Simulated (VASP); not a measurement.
# Pd (Fm-3m) in VASP: a series of runs

The runs below take Pd through electric field gradients, with PBEsol.

All numbers are computed with VASP 6.6.1; they aren't measurements. Logs are shortened: lines on timing, memory, paths and dates and some standing lists are left out, and cuts for length are marked.

### Step 1. The cell of the first run

The structure is cubic, space group Fm-3m (No. 225). Conventional cell: a = 3.864 Å, b = 3.864 Å, c = 3.864 Å, α = 90.00°, β = 90.00°, γ = 90.00°. Within 3.6 Å of Pd (site symmetry m-3m) lie 12 Pd at 2.73 Å.

### Step 2. Electric field gradients, PBEsol (volume scaled by 0.98)

The input, INCAR:

```
SYSTEM = Pd
PREC = Accurate
ENCUT = 520
EDIFF = 1E-8
ISMEAR = -1
SIGMA = 0.05
LREAL = .False.
LASPH = .True.
NELM = 80
ALGO = Normal
ISIF = 2
LWAVE = .False.
LCHARG = .False.
GGA = PS
LEFG = .True.
NBANDS = 11
```

The input, KPOINTS:

```
regular mesh
0
Gamma
  18 18 18
  0 0 0
```

The input, POSCAR:

```
Pd
1.0
    0.0000000000      1.9318465866      1.9318465866
    1.9318465866      0.0000000000      1.9318465866
    1.9318465866      1.9318465866      0.0000000000
Pd
1
Direct
    0.0000000000      0.0000000000      0.0000000000
```

Potentials or basis: VASP PAW PBE potentials, release 64 (Pd).

Launch:

```
$ cat potpaw_PBE.64/Pd/POTCAR > POTCAR
$ mpirun -np 1 vasp_std > vasp.out
```

OUTCAR:

```text
SYSTEM = Pd
   PREC = Accurate
   ENCUT = 520
   EDIFF = 1E-8
   ISMEAR = -1
   LREAL = .False.
   LASPH = .True.
   NELM = 80
   ISIF = 2
   GGA = PS

 ion  position               nearest neighbor table
   1  0.000  0.000  0.000-

  LATTYP: Found a face centered cubic cell.
 ALAT       =     3.8636931732

  Lattice vectors:

 A1 = (   0.0000000000,   1.9318465866,   1.9318465866)
 A2 = (   1.9318465866,   0.0000000000,   1.9318465866)
 A3 = (   1.9318465866,   1.9318465866,   0.0000000000)

Analysis of symmetry for initial positions (statically):
=====================================================================
 Subroutine PRICEL returns:
 Original cell was already a primitive cell.

 Routine SETGRP: Setting up the symmetry group for a
 face centered cubic supercell.

 Subroutine GETGRP returns: Found 48 space group operations
 (whereof 48 operations were pure point group operations)
 out of a pool of 48 trial point group operations.

The static configuration has the point symmetry O_h .

Analysis of symmetry for dynamics (positions and initial velocities):
=====================================================================
 Subroutine PRICEL returns:
 Original cell was already a primitive cell.

 Routine SETGRP: Setting up the symmetry group for a
 face centered cubic supercell.

 Subroutine GETGRP returns: Found 48 space group operations
 (whereof 48 operations were pure point group operations)
 out of a pool of 48 trial point group operations.

The dynamic configuration has the point symmetry O_h .

 Subroutine INISYM returns: Found 48 space group operations
 (whereof 48 operations are pure point group operations),
 and found     1 'primitive' translations

----------------------------------------------------------------------------------------

                                     Primitive cell

  volume of cell :      14.4194

  direct lattice vectors                    reciprocal lattice vectors
     0.000000000  1.931846587  1.931846587    -0.258819724  0.258819724  0.258819724
     1.931846587  0.000000000  1.931846587     0.258819724 -0.258819724  0.258819724
     1.931846587  1.931846587  0.000000000     0.258819724  0.258819724 -0.258819724

  length of vectors
     2.732043643  2.732043643  2.732043643     0.448288912  0.448288912  0.448288912

  position of ions in fractional coordinates (direct lattice)
     0.000000000  0.000000000  0.000000000

  ion indices of the primitive-cell ions
   primitive index   ion index
                 1           1

----------------------------------------------------------------------------------------

 KPOINTS: regular mesh

Automatic generation of k-mesh.
 Grid dimensions read from file:
 generate k-points for:   18   18   18

 Generating k-lattice:

  Cartesian coordinates                     Fractional coordinates (reciprocal lattice)
    -0.014378874  0.014378874  0.014378874     0.055555556  0.000000000  0.000000000
     0.014378874 -0.014378874  0.014378874     0.000000000  0.055555556  0.000000000
     0.014378874  0.014378874 -0.014378874     0.000000000  0.000000000  0.055555556

  Length of vectors
     0.024904940  0.024904940  0.024904940

  Shift w.r.t. Gamma in fractional coordinates (k-lattice)
     0.000000000  0.000000000  0.000000000

 Subroutine IBZKPT returns following result:
 ===========================================

 Found    195 irreducible k-points:

 Following reciprocal coordinates:
            Coordinates               Weight
  0.000000  0.000000  0.000000      1.000000
  0.055556  0.000000  0.000000      8.000000
  0.111111  0.000000  0.000000      8.000000
  0.166667  0.000000  0.000000      8.000000
  0.222222  0.000000  0.000000      8.000000
  0.277778  0.000000  0.000000      8.000000
[... 16 lines left out ...]
 -0.277778  0.055556  0.000000     24.000000
 -0.222222  0.055556  0.000000     24.000000
 [... further k-points ...]
   k-points           NKPTS =    195   k-points in BZ     NKDIM =    195   number of bands    NBANDS=     11
   number of dos      NEDOS =    301   number of ions     NIONS =      1
   total plane-waves  NPLWV =   8000
   dimension x,y,z NGX =    20 NGY =   20 NGZ =   20
   dimension x,y,z NGXF=    40 NGYF=   40 NGZF=   40
   ions per type =               1
   NGX,Y,Z   is equivalent  to a cutoff of  12.17, 12.17, 12.17 a.u.
   NGXF,Y,Z  is equivalent  to a cutoff of  24.34, 24.34, 24.34 a.u.
 SYSTEM =  Pd
   PREC   = accura    normal or accurate (medium, high low for compatibility)
   ISTART =      0    job   : 0-new  1-cont  2-samecut
   ICHARG =      2    charge: 1-file 2-atom 10-const
   ISPIN  =      1    spin polarized calculation?
   LNONCOLLINEAR =      F non collinear calculations
   LSORBIT =      F    spin-orbit coupling
   LASPH  =      T    aspherical Exc in radial PAW
   ENCUT  =  520.0 eV  38.22 Ry    6.18 a.u.   5.08  5.08  5.08*2*pi/ulx,y,z
   NELM   =     80;   NELMIN=  2; NELMDL= -5     # of ELM steps
   EDIFF  = 0.1E-07   stopping-criterion for ELM
   LREAL  =      F    real-space projection
   EDIFFG = 0.1E-06   stopping-criterion for IOM
   NSW    =      0    number of steps for IOM
   IBRION =     -1    ionic relax: 0-MD 1-quasi-New 2-CG
   NFREE  =      0    steps in history (QN), initial steepest desc. (CG)
   ISIF   =      2    stress and relaxation
   ISYM   =      2    0-nonsym 1-usesym 2-fastsym
   POTIM  = 0.5000    time-step for ionic-motion
   TEBEG  =    0.0;   TEEND  =   0.0 temperature during run
   PSTRESS=    0.0 pullay stress
   NELECT =      10.0000    total number of electrons
   NUPDOWN=      -1.0000    fix difference up-down
   EMIN   =  10.00;   EMAX   =-10.00  energy-range for DOS
   EFERMI =   0.00;   METHOD = LEGACY
   ISMEAR =    -1;   SIGMA  =   0.05  broadening in eV -4-tet -1-fermi 0-gaus
   EFERMI_NEDOS =   21; number of points for ismear=-14 and -15
   IALGO  =     38    algorithm
   IMIX   =      4    mixing-type and parameters
     AMIX     =   0.40;   BMIX     =  1.00
     AMIX_MAG =   1.60;   BMIX_MAG =  1.00
  volume/ion in A,a.u.               =      14.42        97.31
  Fermi-wavevector in a.u.,A,eV,Ry     =   1.449079  2.738363 28.569939  2.099831
  Thomas-Fermi vector in A             =   2.566847
   LORBIT       =      0    0 simple, 1 ext, 2 COOP (PROOUT), +10 PAW based schemes
   GGA     = PS    functional components
   LHFCALC =     F    Hartree Fock is set to
   AEXX    =    0.0000 exact exchange contribution
   IVDW    =     0    specifies the selected vdW correction
   LEPSILON=     F    determine dielectric tensor
   LRPA    =     F    only Hartree local field effects (RPA)
 non-spin polarized calculation
  energy-cutoff  :      520.00
  volume of cell :       14.42
 maximum number of plane-waves:       397
   NGX = 11   NGY = 11   NGZ = 11

 number of electron      10.0000003 magnetization

 Free energy of the ion-electron system (eV)
  ---------------------------------------------------
  ext. energy  EPLUGINS =         0.00000000
  ---------------------------------------------------
  free energy    TOTEN  =        -5.97245163 eV

  energy without entropy =       -5.95485182  energy(sigma->0) =       -5.96365173

 E-fermi :  10.0165     XC(G=0): -13.5216

 val. band max:       10.0142292300   @ k =   0.5000   0.1111   0.0000
 cond. band min:      10.0175707113   @ k =   0.4444   0.1667   0.0000
 fundamental gap:      0.0033414813
 Fermi energy:        10.0165331360

 k-point     1 :       0.0000    0.0000    0.0000
  band No.  band energies     occupation
      1       2.5904      2.00000
      2       7.0494      2.00000
      3       7.0494      2.00000
      4       7.0494      2.00000
      5       8.7435      2.00000
      6       8.7435      2.00000
      7      27.1438      0.00000
      8      32.0441      0.00000
      9      32.0441      0.00000
     10      32.0441      0.00000
     11      36.0259      0.00000

 k-point     2 :       0.0556    0.0000    0.0000
  band No.  band energies     occupation
      1       2.7052      2.00000
      2       7.0068      2.00000
      3       7.0902      2.00000
      4       7.0902      2.00000
      5       8.7233      2.00000
      6       8.7233      2.00000
      7      27.2730      0.00000
      8      31.2819      0.00000
      9      32.1812      0.00000
     10      32.1812      0.00000
     11      36.0671      0.00000
[... 295 lines left out ...]
 k-point    24 :      -0.2222    0.0556    0.0000
  band No.  band energies     occupation
      1       4.3389      2.00000
      2       6.8035      2.00000
      3       7.3872      2.00000
      4       7.4247      2.00000
      5       8.6117      2.00000
      6       9.1599      2.00000
      7      25.0599      0.00000
      8      28.2711      0.00000
      9      32.4108      0.00000
     10      34.7273      0.00000
     11      35.1746      0.00000

 [... further k-points ...]

------------------------ aborting loop because EDIFF is reached ----------------------------------------

  FORCE on cell =-STRESS in cart. coord.  units (eV):
  Direction    XX          YY          ZZ          XY          YZ          ZX
  --------------------------------------------------------------------------------------
  -------------------------------------------------------------------------------------
  Total        0.1383884      0.1383884      0.1383884      0.0000000      0.0000000     -0.0000000
  in kB       15.3766709     15.3766709     15.3766709      0.0000000      0.0000000     -0.0000000
  external PRESSURE =      15.3766709 kB  Pullay stress =       0.0000000 kB

 VOLUME and BASIS-vectors are now :
 -----------------------------------------------------------------------------
  energy-cutoff  :      520.00
  volume of cell :       14.42
      direct lattice vectors                 reciprocal lattice vectors
     0.000000000  1.931846587  1.931846587    -0.258819724  0.258819724  0.258819724
     1.931846587  0.000000000  1.931846587     0.258819724 -0.258819724  0.258819724
     1.931846587  1.931846587  0.000000000     0.258819724  0.258819724 -0.258819724

 POSITION                                       TOTAL-FORCE (eV/Angst)
 -----------------------------------------------------------------------------------
      0.00000      0.00000      0.00000         0.000000      0.000000      0.000000
 -----------------------------------------------------------------------------------
    total drift:                                0.000000      0.000000      0.000000

  FREE ENERGIE OF THE ION-ELECTRON SYSTEM (eV)
  ---------------------------------------------------
  free  energy   TOTEN  =        -5.9724516327 eV

  energy  without entropy=       -5.9548518225  energy(sigma->0) =       -5.96365173

 Electric field gradients (V/A^2)
---------------------------------------------------------------------
 ion       V_xx      V_yy      V_zz      V_xy      V_xz      V_yz
---------------------------------------------------------------------
   1      -0.000    -0.000     0.000     0.000     0.000     0.000
---------------------------------------------------------------------

 Electric field gradients after diagonalization (V/A^2)
 (convention: |V_zz| > |V_xx| > |V_yy|)
----------------------------------------------------------------------
 ion       V_xx      V_yy      V_zz     asymmetry (V_yy - V_xx)/ V_zz
----------------------------------------------------------------------
   1      -0.000    -0.000     0.000       0.000
----------------------------------------------------------------------

           NMR quadrupolar parameters

 Cq : quadrupolar parameter    Cq=e*Q*V_zz/h
 eta: asymmetry parameters     (V_yy - V_xx)/ V_zz
 Q  : nuclear electric quadrupole moment in mb (millibarn)
----------------------------------------------------------------------
 ion       Cq(MHz)       eta       Q (mb)
----------------------------------------------------------------------
   1       0.000       0.000       1.000
----------------------------------------------------------------------
```

Run time: 11 s. Hardware: 1 thread of Intel Xeon 6975P-C (Granite Rapids), shared host; peak memory 0.15 GiB.

What came out:

```yaml
Free_energy: -5.9725 eV
Pressure: 1.5 GPa
Band_gap_on_the_k_mesh: zero (band 5 reaches 10.32 eV, above the bottom of band 6 at 8.67 eV)
```

Caveat: without QUAD_EFG the Cq values of the log hold for a quadrupole moment of 1 mb, not for the nuclei; the PAW data sets were made with another functional, which shifts forces and pressure a little.

### Step 3. Electric field gradients, PBEsol (volume scaled by 0.98)

The input, INCAR:

```
ALGO     = Normal         # electronic algorithm
EDIFF    = 1E-8           # SCF threshold, eV
ENCUT    = 520            # plane-wave cutoff, eV
GGA      = PS             # functional
ISIF     = 2              # what is computed and relaxed
ISMEAR   = -1             # smearing method
LASPH    = T              # aspherical terms in the spheres
LCHARG   = F              # write CHGCAR
LEFG     = T            
LREAL    = F              # projectors in reciprocal space
LWAVE    = F              # write WAVECAR
NBANDS   = 11             # bands
NELM     = 80             # most SCF steps
PREC     = Accurate       # precision mode
SIGMA    = 0.05           # smearing width, eV
```

The input, KPOINTS:

```
k-points
0
Gamma
  18 18 18
```

POSCAR is that of step 2.

Potentials or basis: VASP PAW PBE potentials, release 64 (Pd).

Launch:

```
$ cat potpaw_PBE.64/Pd/POTCAR > POTCAR
$ mpirun -np 1 vasp_std > vasp.out
```

OUTCAR:

```text
EDIFF = 1E-8
   ENCUT = 520
   GGA = PS
   ISIF = 2
   ISMEAR = -1
   LASPH = T
   LREAL = F
   NELM = 80
   PREC = Accurate

 ion  position               nearest neighbor table
   1  0.000  0.000  0.000-

  LATTYP: Found a face centered cubic cell.
 ALAT       =     3.8636931732

  Lattice vectors:

 A1 = (   0.0000000000,   1.9318465866,   1.9318465866)
 A2 = (   1.9318465866,   0.0000000000,   1.9318465866)
 A3 = (   1.9318465866,   1.9318465866,   0.0000000000)

Analysis of symmetry for initial positions (statically):
=====================================================================
 Subroutine PRICEL returns:
 Original cell was already a primitive cell.

 Routine SETGRP: Setting up the symmetry group for a
 face centered cubic supercell.

 Subroutine GETGRP returns: Found 48 space group operations
[... 515 lines left out ...]
  external PRESSURE =      15.3766709 kB  Pullay stress =       0.0000000 kB

 VOLUME and BASIS-vectors are now :
 -----------------------------------------------------------------------------
  energy-cutoff  :      520.00
  volume of cell :       14.42
      direct lattice vectors                 reciprocal lattice vectors
     0.000000000  1.931846587  1.931846587    -0.258819724  0.258819724  0.258819724
     1.931846587  0.000000000  1.931846587     0.258819724 -0.258819724  0.258819724
     1.931846587  1.931846587  0.000000000     0.258819724  0.258819724 -0.258819724

 POSITION                                       TOTAL-FORCE (eV/Angst)
 -----------------------------------------------------------------------------------
      0.00000      0.00000      0.00000         0.000000      0.000000      0.000000
 -----------------------------------------------------------------------------------
    total drift:                                0.000000      0.000000      0.000000

  FREE ENERGIE OF THE ION-ELECTRON SYSTEM (eV)
  ---------------------------------------------------
  free  energy   TOTEN  =        -5.9724516327 eV

  energy  without entropy=       -5.9548518225  energy(sigma->0) =       -5.96365173

 Electric field gradients (V/A^2)
---------------------------------------------------------------------
 ion       V_xx      V_yy      V_zz      V_xy      V_xz      V_yz
---------------------------------------------------------------------
   1      -0.000    -0.000     0.000     0.000     0.000     0.000
---------------------------------------------------------------------

 Electric field gradients after diagonalization (V/A^2)
 (convention: |V_zz| > |V_xx| > |V_yy|)
----------------------------------------------------------------------
 ion       V_xx      V_yy      V_zz     asymmetry (V_yy - V_xx)/ V_zz
----------------------------------------------------------------------
   1      -0.000    -0.000     0.000       0.000
----------------------------------------------------------------------

           NMR quadrupolar parameters

 Cq : quadrupolar parameter    Cq=e*Q*V_zz/h
 eta: asymmetry parameters     (V_yy - V_xx)/ V_zz
 Q  : nuclear electric quadrupole moment in mb (millibarn)
----------------------------------------------------------------------
 ion       Cq(MHz)       eta       Q (mb)
----------------------------------------------------------------------
   1       0.000       0.000       1.000
----------------------------------------------------------------------
```

It took 10 s on 1 thread of Intel Xeon 6975P-C (Granite Rapids), shared host; peak memory 0.15 GiB.

Results:

* Free energy: -5.9725 eV
* Pressure: 1.5 GPa
* Band gap on the k mesh: zero (band 5 reaches 10.32 eV, above the bottom of band 6 at 8.67 eV)

Levels at points of the mesh, in eV from the Fermi level:
| k point | band 2 | band 3 | band 4 | band 5 | band 6 | band 7 | band 8 | band 9 |
| --- | --- | --- | --- | --- | --- | --- | --- | --- |
| (0.00, 0.00, 0.00) | -2.97 | -2.97 | -2.97 | -1.27 | -1.27 | 17.13 | 22.03 | 22.03 |
| (0.50, 0.00, 0.00) | -3.01 | -3.01 | -0.02 | -0.02 | 0.86 | 7.44 | 16.49 | 21.22 |
| (0.50, 0.50, 0.00) | -5.33 | -0.05 | 0.30 | 0.30 | 3.24 | 10.95 | 13.23 | 13.23 |

Caveat: without QUAD_EFG the Cq values of the log hold for a quadrupole moment of 1 mb, not for the nuclei; the PAW data sets were made with another functional, which shifts forces and pressure a little.

(Continued in part 2 of 2.)
